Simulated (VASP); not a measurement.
Runs of VASP 6.6.1 on Sc. The structure is that of space group Fm-3m (No. 225), or close to it. The cells are those of the table. 

```tsv
cell	k mesh	gap on the mesh (eV)	pressure (GPa)
a = 3.261, b = 3.261, c = 3.237 Å, angles 60.2, 60.2, 59.5°, 1 atom	14 × 14 × 14	none	0.7
a = 3.164 Å, angles 60.0°, 1 atom	16 × 16 × 16	none	(a)
a = 3.202, b = 3.195, c = 3.220 Å, angles 59.9, 59.5, 60.5°, 1 atom	14 × 14 × 14	none	3.2
a = 3.220 Å, angles 60.0°, 1 atom	16 × 16 × 16	none	2.4
```

Alike in all rows: task single point; level PBE; potentials or basis VASP PAW PBE potentials, release 64 (Sc_sv); no spin polarisation; cutoff (eV) 520; smearing gaussian 0.1 eV.

Fill in the values left out.

(a) 5.7.

A gap of «none» marks levels without a gap at the run's occupations.
